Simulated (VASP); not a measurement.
Sn3S, 4 atoms in the cell. The structure is cubic, space group Pm-3m (No. 221). The conventional cell has a = 4.579 Å, b = 4.579 Å, c = 4.579 Å, α = 90.00°, β = 90.00°, γ = 90.00°. Sn (site symmetry 4/mmm) has 8 Sn at 3.24 Å and 4 S at 3.24 Å within 4.3 Å. Within 4.3 Å of S (site symmetry m-3m) lie 12 Sn at 3.24 Å. 

* Program: VASP 6.6.1
* Task: single point
* Functional: PBE
* Potentials or basis: VASP PAW PBE potentials, release 64 (Sn_d, S)
* Cutoff: 520 eV
* k mesh: 4 × 4 × 4
* Occupations: gaussian, width 0.1 eV
* Spin: no spin polarisation
* Dipole correction: no
* Further INCAR settings: ALGO = Normal; EDIFF = 1e-07; NBANDS = 32

Potentials or basis: VASP PAW PBE potentials, release 64 (Sn_d, S).

Launch:

```console
$ cat potpaw_PBE.64/Sn_d/POTCAR potpaw_PBE.64/S/POTCAR > POTCAR
$ mpirun -np 1 vasp_std > vasp.out
```

Hardware: 1 thread of Intel(R) Xeon(R) 6975P-C (Granite Rapids) (shared host).

How long does it take, and how much memory?

Wall time 12 s on 1 thread of Intel(R) Xeon(R) 6975P-C (Granite Rapids), on a shared host, peak memory 0.2 GiB. Counts: scf iterations 14, k points 10.
